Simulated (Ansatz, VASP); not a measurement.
**Sc: VASP beside Ansatz**

INCAR

```
PREC = Accurate
ENCUT = 500
EDIFF = 1E-6
ISMEAR = 0
SIGMA = 0.1
LREAL = F
LASPH = T
NELM = 120
ALGO = Normal
ISIF = 2
LWAVE = F
LCHARG = F
GGA = PE
NBANDS = 12
GGA_COMPAT = F
```

Contents of KPOINTS:

```
regular mesh
0
Gamma
  8 8 8
```

The input POSCAR:

```
Sc
1.0
    0.0000000000      2.3268462047      2.3268462047
    2.3268462047      0.0000000000      2.3268462047
    2.3268462047      2.3268462047      0.0000000000
Sc
1
Direct
   -0.0334824718     -0.0309537712      0.0828884577
```

Input for Ansatz:

```yaml
crystal:
  lattice:
    - [0.0, 2.3268462047, 2.3268462047]
    - [2.3268462047, 0.0, 2.3268462047]
    - [2.3268462047, 2.3268462047, 0.0]
  atoms:
    - { symbol: Sc, position: [-0.0334824718, -0.0309537712, 0.0828884577] }
basis:
  ecutwfc: 420
  xc_grid: 4
kpoints:
  mp_grid: { grid: [8, 8, 8] }
hamiltonian:
  xc: pbe
scf:
  occupations: { method: gaussian, width: 0.1 }
output:
  forces: true
  stress: true
  eigenvalues: true
```

Alike in both runs: task single point; functional PBE; k mesh 8 × 8 × 8; occupations gaussian, width 0.1 eV; no spin polarisation.

|  | VASP | Ansatz |
| --- | --- | --- |
| version | VASP 6.6.1 | Ansatz 0.2.0 |
| potentials or method | VASP PAW PBE potentials, release 64 (Sc_sv), cutoff 500 eV | scalar-relativistic, plane waves, PAW |
| valence electrons in the cell | 11 | 11 |

|  | VASP | Ansatz | Ansatz less VASP |
| --- | --- | --- | --- |
| gap on the k mesh at the Fermi level (eV) | none | none | - |
| pressure (GPa) | -1.0 | -1.0 | -0.01 |

A gap of «none» marks a metal or a gap that the smearing closes. The functional is the same, so the differences come from potentials, cutoffs and numerics.
